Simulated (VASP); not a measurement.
Write the native input for VASP 6.6.1 that does the following.

```yaml
Task: single point
Functional: PBE
Potentials_or_basis: VASP PAW PBE potentials, release 64 (Hf_pv, N)
Cutoff: 520 eV
k_mesh: 18 × 18 × 18
Occupations: gaussian, width 0.1 eV
Spin: no spin polarisation
Dipole_correction: no
Further_INCAR_settings: ALGO = Normal; EDIFF = 1e-06; NBANDS = 14
```

The structure of HfN lies in POSCAR:

```
HfN
1.0
    0.0000000000      2.2251150000      2.2590000000
    2.2928850000      0.0000000000      2.2590000000
    2.2928850000      2.2251150000      0.0000000000
Hf N
1 1
Direct
    0.0000000000      0.0000000000      0.0000000000
    0.5000000000      0.5000000000      0.5000000000
```

This cell differs from its parent crystal: strain +0.0150 x Voigt [1, -1, 0, 0, 0, 0].

The input as run:

INCAR

```
SYSTEM = HfN
PREC = Accurate
ENCUT = 520
EDIFF = 1E-6
ISMEAR = 0
SIGMA = 0.1
LREAL = .False.
LASPH = .True.
NELM = 80
ALGO = Normal
ISIF = 2
LWAVE = .False.
LCHARG = .True.
GGA = PE
LELF = .True.
LVHAR = .True.
NBANDS = 14
```

KPOINTS

```
Automatic mesh
0
Gamma
  18 18 18
  0 0 0
```

Potentials or basis: VASP PAW PBE potentials, release 64 (Hf_pv, N).

Run with:

```bash
$ cat potpaw_PBE.64/Hf_pv/POTCAR potpaw_PBE.64/N/POTCAR > POTCAR
$ mpirun -np 1 vasp_std > vasp.out
```

Results of the run:

- Pressure: 3.5 GPa

Caveat: the cell differs from its parent crystal (strain +0.0150 x Voigt [1, -1, 0, 0, 0, 0]).

Run time: 72 s on 1 thread of Intel(R) Xeon(R) 6975P-C (Granite Rapids) (shared host), peak memory 0.38 GiB.
